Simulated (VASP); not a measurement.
The system is RbCl.

```
Rb Cl
1.0
     0.00000    3.30581    3.30581
     3.30581    0.00000    3.30581
     3.30581    3.30581    0.00000
Rb Cl
1 1
Direct
  0.00000 0.00000 0.00000
  0.50000 0.50000 0.50000
```

Base run:

```yaml
Program: VASP 6.6.1
Functional: HSE06
Potentials_or_basis: VASP PAW PBE potentials, release 64 (Rb_sv, Cl)
Cutoff: 400 eV
k_mesh: 4 × 4 × 4
Occupations: gaussian, width 0.01 eV
Spin: no spin polarisation
```

Its results: band gap on the k mesh 6.25 eV, direct; pressure 0.3 GPa.

Question: The run is repeated on the same cell with these changes: functional from HSE06 to PBE0. What comes out?

Answer: Band gap on the k mesh 7.00 eV, direct; pressure 0.3 GPa.

Caveats: the PAW data sets were made with another functional, which shifts forces and pressure a little.

